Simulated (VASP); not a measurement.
Set up this calculation in VASP 6.6.1, as the native input.

```
Task                   : single point
Functional             : BLYP
Potentials or basis    : VASP PAW PBE potentials, release 64 (Rb_sv)
Cutoff                 : 520 eV
k mesh                 : 8 × 8 × 5
Occupations            : fermi-dirac, width 0.1 eV
Spin                   : no spin polarisation
Dipole correction      : no
Further INCAR settings : ALGO = Normal; EDIFF = 1e-07; NBANDS = 16
```

The structure of Rb lies in POSCAR:

```
Rb
1.0
    4.9795111395      0.0000000000      0.0000000000
   -2.4897555698      4.3123831453      0.0000000000
    0.0000000000      0.0000000000      8.1983779086
Rb
2
Direct
    0.3333333333      0.6666666667      0.2500000000
    0.6666666667      0.3333333333      0.7500000000
```

This cell differs from its parent crystal: volume scaled by 0.92.

One way to write it, as run:

INCAR

```
SYSTEM = Rb
PREC = Accurate
ENCUT = 520
EDIFF = 1E-7
ISMEAR = -1
SIGMA = 0.1
LREAL = .FALSE.
LASPH = .TRUE.
NELM = 100
ALGO = Normal
ISIF = 2
LWAVE = .FALSE.
LCHARG = .TRUE.
GGA = B5
ALDAX = 1.0
AGGAX = 1.0
AGGAC = 1.0
ALDAC = 0.0
LELF = .TRUE.
LVHAR = .TRUE.
NBANDS = 16
```

KPOINTS

```
Automatic mesh
0
G
  8 8 5
  0 0 0
```

Potentials or basis: VASP PAW PBE potentials, release 64 (Rb_sv).

The run is started by

```bash
$ cat potpaw_PBE.64/Rb_sv/POTCAR > POTCAR
$ mpirun -np 1 vasp_std > vasp.out
```

Results of the run:

The pressure is 0.2 GPa and the band gap on the k mesh is zero (band 9 reaches 1.28 eV, above the bottom of band 10 at -0.53 eV).

Caveat: the PAW data sets were made with another functional, which shifts forces and pressure a little.

Run time: 85 s on 1 thread of AMD EPYC 9R45 96-Core Processor (Zen 5) (shared host), peak memory 0.29 GiB.
